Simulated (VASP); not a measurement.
# SrTiO3 (Pm-3m) in VASP: further runs

The runs below take SrTiO3 through single point, relaxation of cell and atoms, with PBE.

All numbers are computed with VASP 6.6.1; they aren't measurements. Logs are shortened: lines on timing, memory, paths and dates and some standing lists are left out, and cuts for length are marked.

### Step 1. The cell of the first run

Symmetry: Pm-3m, No. 221, cubic system. Conventional cell: a = 3.936 Å, b = 3.936 Å, c = 3.936 Å, α = 90.00°, β = 90.00°, γ = 90.00°. Within 3.7 Å of Sr (site symmetry m-3m) lie 12 O at 2.78 Å and 8 Ti at 3.41 Å. Ti (site symmetry m-3m) has 6 O at 1.97 Å within 2.6 Å. Within 2.6 Å of O (site symmetry 4/mmm) lie 2 Ti at 1.97 Å.

### Step 2. Single point, PBE

File INCAR:

```
PREC = Accurate ; ENCUT = 520
EDIFF = 1E-7 ; ISMEAR = 0
SIGMA = 0.02 ; LREAL = F
LASPH = T ; NELM = 80
ALGO = Normal ; ISIF = 2
LWAVE = F ; LCHARG = F
GGA = PE ; NBANDS = 28
```

File KPOINTS:

```
regular mesh
0
Gamma
  6 6 6
```

File POSCAR:

```
SrTiO3
1.0
    3.9364351354      0.0000000000      0.0000000000
    0.0000000000      3.9364351354      0.0000000000
    0.0000000000      0.0000000000      3.9364351354
Sr Ti O
1 1 3
Direct
    0.0000000000      0.0000000000      0.0000000000
    0.5000000000      0.5000000000      0.5000000000
    0.5000000000      0.0000000000      0.5000000000
    0.5000000000      0.5000000000      0.0000000000
    0.0000000000      0.5000000000      0.5000000000
```

Potentials or basis: VASP PAW PBE potentials, release 64 (Sr_sv, Ti_sv, O).

On the command line:

```console
$ cat potpaw_PBE.64/Sr_sv/POTCAR potpaw_PBE.64/Ti_sv/POTCAR potpaw_PBE.64/O/POTCAR > POTCAR
$ mpirun -np 1 vasp_std > vasp.out
```

OUTCAR:

```text
PREC = Accurate
   ENCUT = 520
   EDIFF = 1E-7
   ISMEAR = 0
   LREAL = F
   LASPH = T
   NELM = 80
   ISIF = 2
   GGA = PE

 ion  position               nearest neighbor table
   1  0.000  0.000  0.000-   3 2.78   4 2.78   5 2.78   3 2.78   5 2.78   4 2.78   5 2.78   5 2.78
                             3 2.78   4 2.78   3 2.78   4 2.78   2 3.41   2 3.41   2 3.41   2 3.41
   2  0.500  0.500  0.500-   3 1.97   4 1.97   5 1.97   4 1.97   3 1.97   5 1.97   1 3.41   1 3.41
                             1 3.41   1 3.41   1 3.41   1 3.41   1 3.41   1 3.41
   3  0.500  0.000  0.500-   2 1.97   2 1.97   1 2.78   1 2.78   1 2.78   1 2.78
   4  0.500  0.500  0.000-   2 1.97   2 1.97   1 2.78   1 2.78   1 2.78   1 2.78
   5  0.000  0.500  0.500-   2 1.97   2 1.97   1 2.78   1 2.78   1 2.78   1 2.78

  LATTYP: Found a simple cubic cell.
 ALAT       =     3.9364351354

  Lattice vectors:

 A1 = (   3.9364351354,   0.0000000000,   0.0000000000)
 A2 = (   0.0000000000,   3.9364351354,   0.0000000000)
 A3 = (   0.0000000000,   0.0000000000,   3.9364351354)

Analysis of symmetry for initial positions (statically):
=====================================================================
 Subroutine PRICEL returns:
 Original cell was already a primitive cell.

 Routine SETGRP: Setting up the symmetry group for a
 simple cubic supercell.

 Subroutine GETGRP returns: Found 48 space group operations
 (whereof 48 operations were pure point group operations)
 out of a pool of 48 trial point group operations.

The static configuration has the point symmetry O_h .

Analysis of symmetry for dynamics (positions and initial velocities):
=====================================================================
 Subroutine PRICEL returns:
 Original cell was already a primitive cell.

 Routine SETGRP: Setting up the symmetry group for a
 simple cubic supercell.

 Subroutine GETGRP returns: Found 48 space group operations
 (whereof 48 operations were pure point group operations)
 out of a pool of 48 trial point group operations.

The dynamic configuration has the point symmetry O_h .

 Subroutine INISYM returns: Found 48 space group operations
 (whereof 48 operations are pure point group operations),
 and found     1 'primitive' translations

----------------------------------------------------------------------------------------

                                     Primitive cell

  volume of cell :      60.9971

  direct lattice vectors                    reciprocal lattice vectors
     3.936435135  0.000000000  0.000000000     0.254036956  0.000000000  0.000000000
     0.000000000  3.936435135  0.000000000     0.000000000  0.254036956  0.000000000
     0.000000000  0.000000000  3.936435135     0.000000000  0.000000000  0.254036956

  length of vectors
     3.936435135  3.936435135  3.936435135     0.254036956  0.254036956  0.254036956

  position of ions in fractional coordinates (direct lattice)
     0.000000000  0.000000000  0.000000000
     0.500000000  0.500000000  0.500000000
     0.500000000  0.000000000  0.500000000
     0.500000000  0.500000000  0.000000000
     0.000000000  0.500000000  0.500000000

  ion indices of the primitive-cell ions
   primitive index   ion index
                 1           1
                 2           2
                 3           3
                 4           4
                 5           5

----------------------------------------------------------------------------------------

 KPOINTS: regular mesh

Automatic generation of k-mesh.
 Grid dimensions read from file:
 generate k-points for:    6    6    6

 Generating k-lattice:

  Cartesian coordinates                     Fractional coordinates (reciprocal lattice)
     0.042339493  0.000000000  0.000000000     0.166666667  0.000000000  0.000000000
     0.000000000  0.042339493  0.000000000     0.000000000  0.166666667  0.000000000
     0.000000000  0.000000000  0.042339493     0.000000000  0.000000000  0.166666667

  Length of vectors
     0.042339493  0.042339493  0.042339493

  Shift w.r.t. Gamma in fractional coordinates (k-lattice)
     0.000000000  0.000000000  0.000000000

 Subroutine IBZKPT returns following result:
 ===========================================

 Found     20 irreducible k-points:

 Following reciprocal coordinates:
            Coordinates               Weight
  0.000000  0.000000  0.000000      1.000000
  0.166667  0.000000  0.000000      6.000000
  0.333333  0.000000  0.000000      6.000000
  0.500000  0.000000  0.000000      3.000000
  0.166667  0.166667  0.000000     12.000000
  0.333333  0.166667  0.000000     24.000000
[... 12 lines left out ...]
  0.500000  0.500000  0.333333      6.000000
  0.500000  0.500000  0.500000      1.000000
   k-points           NKPTS =     20   k-points in BZ     NKDIM =     20   number of bands    NBANDS=     28
   number of dos      NEDOS =    301   number of ions     NIONS =      5
   total plane-waves  NPLWV =  27000
   dimension x,y,z NGX =    30 NGY =   30 NGZ =   30
   dimension x,y,z NGXF=    60 NGYF=   60 NGZF=   60
   ions per type =               1   1   3
   NGX,Y,Z   is equivalent  to a cutoff of  12.67, 12.67, 12.67 a.u.
   NGXF,Y,Z  is equivalent  to a cutoff of  25.34, 25.34, 25.34 a.u.
 SYSTEM =  unknown system
   PREC   = accura    normal or accurate (medium, high low for compatibility)
   ISTART =      0    job   : 0-new  1-cont  2-samecut
   ICHARG =      2    charge: 1-file 2-atom 10-const
   ISPIN  =      1    spin polarized calculation?
   LNONCOLLINEAR =      F non collinear calculations
   LSORBIT =      F    spin-orbit coupling
   LASPH  =      T    aspherical Exc in radial PAW
   ENCUT  =  520.0 eV  38.22 Ry    6.18 a.u.   7.32  7.32  7.32*2*pi/ulx,y,z
   NELM   =     80;   NELMIN=  2; NELMDL= -5     # of ELM steps
   EDIFF  = 0.1E-06   stopping-criterion for ELM
   LREAL  =      F    real-space projection
   EDIFFG = 0.1E-05   stopping-criterion for IOM
   NSW    =      0    number of steps for IOM
   IBRION =     -1    ionic relax: 0-MD 1-quasi-New 2-CG
   NFREE  =      0    steps in history (QN), initial steepest desc. (CG)
   ISIF   =      2    stress and relaxation
   ISYM   =      2    0-nonsym 1-usesym 2-fastsym
   POTIM  = 0.5000    time-step for ionic-motion
   TEBEG  =    0.0;   TEEND  =   0.0 temperature during run
   PSTRESS=    0.0 pullay stress
   NELECT =      40.0000    total number of electrons
   NUPDOWN=      -1.0000    fix difference up-down
   EMIN   =  10.00;   EMAX   =-10.00  energy-range for DOS
   EFERMI =   0.00;   METHOD = LEGACY
   ISMEAR =     0;   SIGMA  =   0.02  broadening in eV -4-tet -1-fermi 0-gaus
   EFERMI_NEDOS =   21; number of points for ismear=-14 and -15
   IALGO  =     38    algorithm
   IMIX   =      4    mixing-type and parameters
     AMIX     =   0.40;   BMIX     =  1.00
     AMIX_MAG =   1.60;   BMIX_MAG =  1.00
  volume/ion in A,a.u.               =      12.20        82.33
  Fermi-wavevector in a.u.,A,eV,Ry     =   1.422302  2.687760 27.523798  2.022942
  Thomas-Fermi vector in A             =   2.543020
   LORBIT       =      0    0 simple, 1 ext, 2 COOP (PROOUT), +10 PAW based schemes
   GGA     = PE    functional components
   LHFCALC =     F    Hartree Fock is set to
   AEXX    =    0.0000 exact exchange contribution
   IVDW    =     0    specifies the selected vdW correction
   LEPSILON=     F    determine dielectric tensor
   LRPA    =     F    only Hartree local field effects (RPA)
 non-spin polarized calculation
 Gauss-broadening in eV      SIGMA  =   0.02
  energy-cutoff  :      520.00
  volume of cell :       61.00
 maximum number of plane-waves:      1662
 NGX is ok and might be reduce to    30

 number of electron      39.9999990 magnetization

 Free energy of the ion-electron system (eV)
  ---------------------------------------------------
  ext. energy  EPLUGINS =         0.00000000
  ---------------------------------------------------
  free energy    TOTEN  =       -40.10255648 eV

  energy without entropy =      -40.10255648  energy(sigma->0) =      -40.10255648

 E-fermi :   4.1505     XC(G=0): -11.1443

 val. band max:        3.9705450779   @ k =   0.5000   0.5000   0.5000
 cond. band min:       5.7804512945   @ k =   0.0000   0.0000   0.0000
 fundamental gap:      1.8099062165
 Fermi energy:         4.1504697709

 k-point     1 :       0.0000    0.0000    0.0000
  band No.  band energies     occupation
      1     -52.5941      2.00000
      2     -28.8945      2.00000
      3     -28.8250      2.00000
      4     -28.8250      2.00000
      5     -28.8250      2.00000
      6     -13.3704      2.00000
[... 20 lines left out ...]
     27       9.3472      0.00000
     28       9.9712      0.00000

 k-point     2 :       0.1667    0.0000    0.0000
  band No.  band energies     occupation
      1     -52.5937      2.00000
      2     -28.9218      2.00000
      3     -28.8244      2.00000
      4     -28.8244      2.00000
      5     -28.8084      2.00000
      6     -13.3875      2.00000
[... 20 lines left out ...]
     27       9.8031      0.00000
     28      10.6150      0.00000

 k-point     3 :       0.3333    0.0000    0.0000
  band No.  band energies     occupation
      1     -52.5931      2.00000
      2     -28.9641      2.00000
      3     -28.8231      2.00000
      4     -28.8231      2.00000
      5     -28.7871      2.00000
      6     -13.5029      2.00000
[... 20 lines left out ...]
     27      10.7346      0.00000
     28      11.9934      0.00000

 k-point     4 :       0.5000    0.0000    0.0000
  band No.  band energies     occupation
      1     -52.5927      2.00000
      2     -28.9830      2.00000
      3     -28.8225      2.00000
      4     -28.8225      2.00000
      5     -28.7785      2.00000
      6     -13.5796      2.00000
[... 454 lines left out ...]
     27      11.6671      0.00000
     28      11.8515      0.00000

 k-point    19 :       0.5000    0.5000    0.3333
  band No.  band energies     occupation
      1     -52.5904      2.00000
      2     -28.8840      2.00000
      3     -28.8840      2.00000
      4     -28.8676      2.00000
      5     -28.8446      2.00000
      6     -12.2631      2.00000
[... 20 lines left out ...]
     27      11.5855      0.00000
     28      12.0731      0.00000

 k-point    20 :       0.5000    0.5000    0.5000
  band No.  band energies     occupation
      1     -52.5901      2.00000
      2     -28.8832      2.00000
      3     -28.8832      2.00000
      4     -28.8832      2.00000
      5     -28.8405      2.00000
      6     -12.0913      2.00000
[... 20 lines left out ...]
     27      12.0732      0.00000
     28      12.0732      0.00000

------------------------ aborting loop because EDIFF is reached ----------------------------------------

  FORCE on cell =-STRESS in cart. coord.  units (eV):
  Direction    XX          YY          ZZ          XY          YZ          ZX
  --------------------------------------------------------------------------------------
  -------------------------------------------------------------------------------------
  Total        0.2364406      0.2364406      0.2364406     -0.0000000     -0.0000000      0.0000000
  in kB        6.2104527      6.2104527      6.2104527     -0.0000000     -0.0000000      0.0000000
  external PRESSURE =       6.2104527 kB  Pullay stress =       0.0000000 kB

 VOLUME and BASIS-vectors are now :
 -----------------------------------------------------------------------------
  energy-cutoff  :      520.00
  volume of cell :       61.00
      direct lattice vectors                 reciprocal lattice vectors
     3.936435135  0.000000000  0.000000000     0.254036956  0.000000000  0.000000000
     0.000000000  3.936435135  0.000000000     0.000000000  0.254036956  0.000000000
     0.000000000  0.000000000  3.936435135     0.000000000  0.000000000  0.254036956

 POSITION                                       TOTAL-FORCE (eV/Angst)
 -----------------------------------------------------------------------------------
      0.00000      0.00000      0.00000         0.000000      0.000000      0.000000
      1.96822      1.96822      1.96822         0.000000      0.000000      0.000000
      1.96822      0.00000      1.96822         0.000000      0.000000      0.000000
      1.96822      1.96822      0.00000         0.000000      0.000000      0.000000
      0.00000      1.96822      1.96822         0.000000      0.000000      0.000000
 -----------------------------------------------------------------------------------
    total drift:                                0.000000      0.000000     -0.000000

  FREE ENERGIE OF THE ION-ELECTRON SYSTEM (eV)
  ---------------------------------------------------
  free  energy   TOTEN  =       -40.1025564752 eV

  energy  without entropy=      -40.1025564752  energy(sigma->0) =      -40.10255648
```

Wall time 74 s (1 thread of Intel Xeon 8259CL, shared host); peak memory 0.19 GiB.

Results:

| Item | Value |
| --- | --- |
| Free energy | -40.1026 eV |
| Pressure | 0.6 GPa |
| Band gap on the k mesh | 1.81 eV, indirect (least direct gap 2.18 eV) |

Levels at points of the mesh, in eV from the valence-band top:
```csv
k point,band 18,band 19,band 20,band 21,band 22,band 23
"(0.00, 0.00, 0.00)",-0.37,-0.37,-0.37,1.81,1.81,1.81
"(0.50, 0.00, 0.00)",-1.91,-0.73,-0.73,1.97,3.66,3.66
"(0.50, 0.50, 0.00)",-1.54,-1.54,-0.09,3.66,3.66,4.11
"(0.50, 0.50, 0.50)",0.00,0.00,0.00,4.31,4.31,4.31
```

A k mesh can miss the band edges. Expect the measured gap to be larger: semilocal functionals such as PBE lack the derivative discontinuity.

### Step 3. Relaxation of cell and atoms, PBE

This run uses another cell than the first one, of 11.98 Å³/atom, 0.982 times its volume.

File INCAR:

```
SYSTEM = SrTiO3
PREC = Accurate
ENCUT = 600
EDIFF = 1E-7
ISMEAR = 0
SIGMA = 0.02
LREAL = .False.
LASPH = .True.
NELM = 60
ALGO = Normal
ISIF = 3
LWAVE = .False.
LCHARG = .False.
GGA = PE
IBRION = 2
NSW = 100
EDIFFG = -0.005
```

File KPOINTS:

```
Automatic mesh
0
Gamma
  6 6 6
  0 0 0
```

POSCAR, as its differences from that of step 2:

```diff
@@ -2,5 +2,5 @@
 1.0
-    3.9364351354      0.0000000000      0.0000000000
-    0.0000000000      3.9364351354      0.0000000000
-    0.0000000000      0.0000000000      3.9364351354
+    3.9127013100      0.0000000000      0.0000000000
+    0.0000000000      3.9127013100      0.0000000000
+    0.0000000000      0.0000000000      3.9127013100
 Sr Ti O
```

Potentials or basis: VASP PAW PBE potentials, release 64 (Sr_sv, Ti_sv, O).

On the command line:

```console
$ cat potpaw_PBE.64/Sr_sv/POTCAR potpaw_PBE.64/Ti_sv/POTCAR potpaw_PBE.64/O/POTCAR > POTCAR
$ mpirun -np 1 vasp_std > vasp.out
```

It took 2.3 min on 1 thread of Intel Xeon 8259CL, shared host; peak memory 0.21 GiB.

It converged, with:

| Item | Value |
| --- | --- |
| Free energy | -40.1070 eV |
| Relaxed volume | 12.23 Å³/atom |
| Relaxed cell | a = 3.940 Å, b = 3.940 Å, c = 3.940 Å, α = 90.00°, β = 90.00°, γ = 90.00° |
| Space group after relaxing (to 0.05 Å) | Pm-3m (No. 221) |
| Energy gained by relaxing | 2.8 meV/atom |
| Ionic steps | 3 |
| Pressure after relaxing | 0.0 GPa |
| Band gap on the k mesh | 1.81 eV, indirect (least direct gap 2.18 eV) |

The path:
```csv
step,energy change (eV),largest force (eV/Å),pressure (GPa),volume (Å³)
1,0.0000,0.0000,3.67,59.90
2,-0.0032,0.0000,-3.02,62.31
3,-0.0142,0.0000,0.00,61.16
```

Final structure:
```
Sr Ti O
1.0
     3.94002    0.00000    0.00000
     0.00000    3.94002    0.00000
     0.00000    0.00000    3.94002
Sr Ti O
1 1 3
Direct
  0.00000 0.00000 0.00000
  0.50000 0.50000 0.50000
  0.50000 0.00000 0.50000
  0.50000 0.50000 0.00000
  0.00000 0.50000 0.50000
```

Levels at points of the mesh, in eV from the valence-band top:
| k point | band 18 | band 19 | band 20 | band 21 | band 22 | band 23 |
| --- | --- | --- | --- | --- | --- | --- |
| (0.00, 0.00, 0.00) | -0.37 | -0.37 | -0.37 | 1.81 | 1.81 | 1.81 |
| (0.50, 0.00, 0.00) | -1.90 | -0.73 | -0.73 | 1.96 | 3.64 | 3.64 |
| (0.50, 0.50, 0.00) | -1.54 | -1.54 | -0.09 | 3.65 | 3.65 | 4.09 |
| (0.50, 0.50, 0.50) | 0.00 | 0.00 | 0.00 | 4.29 | 4.29 | 4.29 |

### Step 4. Single point, PBE

This run uses another cell than the first one: it holds 35 atoms, not 5.

File INCAR:

```
SYSTEM = SrTiO3
  PREC = Accurate
  ENCUT = 520
  EDIFF = 1E-6
  ISMEAR = 0
  SIGMA = 0.02
  LREAL = Auto
  LASPH = .True.
  NELM = 100
  ALGO = Normal
  ISIF = 2
  LWAVE = .False.
  LCHARG = .False.
  GGA = PE
  NBANDS = 163
```

File KPOINTS:

```
Automatic mesh
0
Gamma
  3 3 3
  0 0 0
```

File POSCAR:

```
SrTiO3
1.0
    3.9364351354     -3.9364351354      3.9364351354
   -7.8728702709      0.0000000000      3.9364351354
    0.0000000000     -3.9364351354     -7.8728702709
Sr Ti O
7 7 21
Direct
    0.5714285714      0.2857142857      0.4285714286
    0.8571428571      0.4285714286      0.1428571429
    0.1428571429      0.5714285714      0.8571428571
    0.7142857143      0.8571428571      0.2857142857
    0.0000000000      1.0000000000      1.0000000000
    0.2857142857      0.1428571429      0.7142857143
    0.4285714286      0.7142857143      0.5714285714
    0.0714285714      0.2857142857      0.4285714286
    0.3571428571      0.4285714286      0.1428571429
    0.6428571429      0.5714285714      0.8571428571
    0.2142857143      0.8571428571      0.2857142857
    0.5000000000      1.0000000000      0.0000000000
    0.7857142857      0.1428571429      0.7142857143
    0.9285714286      0.7142857143      0.5714285714
    0.3571428571      0.4285714286      0.6428571429
    0.6428571429      0.5714285714      0.3571428571
    0.9285714286      0.7142857143      0.0714285714
    0.5000000000      0.0000000000      0.5000000000
    0.7857142857      0.1428571429      0.2142857143
    0.0714285714      0.2857142857      0.9285714286
    0.2142857143      0.8571428571      0.7857142857
    0.2142857143      0.3571428571      0.2857142857
    0.5000000000      0.5000000000      0.0000000000
    0.7857142857      0.6428571429      0.7142857143
    0.3571428571      0.9285714286      0.1428571429
    0.6428571429      0.0714285714      0.8571428571
    0.9285714286      0.2142857143      0.5714285714
    0.0714285714      0.7857142857      0.4285714286
    0.1428571429      0.0714285714      0.3571428571
    0.4285714286      0.2142857143      0.0714285714
    0.7142857143      0.3571428571      0.7857142857
    0.2857142857      0.6428571429      0.2142857143
    0.5714285714      0.7857142857      0.9285714286
    0.8571428571      0.9285714286      0.6428571429
    0.0000000000      0.5000000000      0.5000000000
```

On the command line:

```console
$ cat potpaw_PBE.64/Sr_sv/POTCAR potpaw_PBE.64/Ti_sv/POTCAR potpaw_PBE.64/O/POTCAR > POTCAR
$ mpirun -np 1 vasp_std > vasp.out
```

It took 33 min on 1 thread of AMD EPYC 7R43 (Zen 3), shared host; peak memory 0.68 GiB.

The run converged. Its results:

| Quantity | Value |
| --- | --- |
| Free energy | -280.7404 eV |
| Pressure | 0.6 GPa |
| Band gap on the k mesh | 1.87 eV |

Levels at points of the mesh, in eV from the valence-band top:
```csv
k point,band 138,band 139,band 140,band 141,band 142,band 143
"(0.00, 0.00, 0.00)",-0.31,-0.31,-0.31,1.87,1.87,1.87
```

A k mesh can miss the band edges. A hybrid or GW would open this gap; PBE tends to underestimate it.

### Step 5. Summary

| task | cell | k mesh | cutoff (eV) | gap on the mesh (eV) | pressure (GPa) |
| --- | --- | --- | --- | --- | --- |
| single point | a = 3.936 Å, 5 atoms | 6 × 6 × 6 | 520 | 1.81 | 0.6 |
| relaxation of cell and atoms | relaxed from a = 3.913 Å, 5 atoms | 6 × 6 × 6 | 600 | 1.81 | 0.0 |
| single point | a = 6.818, b = 8.802, c = 8.802 Å, angles 113.6, 105.0, 105.0°, 35 atoms | 3 × 3 × 3 | 520 | 1.87 | 0.6 |

Alike in all rows: level PBE; potentials or basis VASP PAW PBE potentials, release 64 (Sr_sv, Ti_sv, O); no spin polarisation; smearing gaussian 0.02 eV.

Total energies depend on the potentials used, so only differences within one code and one set of settings carry meaning.
